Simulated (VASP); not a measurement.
Here is a VASP 6.6.1 calculation.

Contents of INCAR:

```
SYSTEM = WC
ALGO = Normal
EDIFF = 1E-8
ENCUT = 520
GGA = PS
ISIF = 2
ISMEAR = -1
LASPH = .True.
LCHARG = .False.
LEFG = .True.
LREAL = .False.
LWAVE = .False.
NBANDS = 16
NELM = 60
PREC = Accurate
SIGMA = 0.05
```

KPOINTS

```
k-points
0
Gamma
  14 14 13
  0 0 0
```

The input POSCAR:

```
WC
1.0
    2.8613006652      0.0000000000      0.0000000000
   -1.4306503326      2.4779590640      0.0000000000
    0.0000000000      0.0000000000      2.7907655833
W C
1 1
Direct
    0.0000000000      0.0000000000      0.0000000000
    0.6666666667      0.3333333333      0.5000000000
```

Potentials or basis: VASP PAW PBE potentials, release 64 (W_sv, C).

The run is started by

```bash
$ cat potpaw_PBE.64/W_sv/POTCAR potpaw_PBE.64/C/POTCAR > POTCAR
$ mpirun -np 1 vasp_std > vasp.out
```

Predict the band gap on the k mesh.

zero (band 9 reaches 12.41 eV, above the bottom of band 10 at 10.99 eV).

Estimate the pressure.

18.9 GPa.

Stress tensor (GPa, compression positive):
```
17.82  0.00  0.00
 0.00 17.82  0.00
 0.00  0.00 21.21
```

Caveat: without QUAD_EFG the Cq values of the log hold for a quadrupole moment of 1 mb, not for the nuclei; the PAW data sets were made with another functional, which shifts forces and pressure a little; spin-orbit coupling is left out, which moves the levels of the heavy elements.
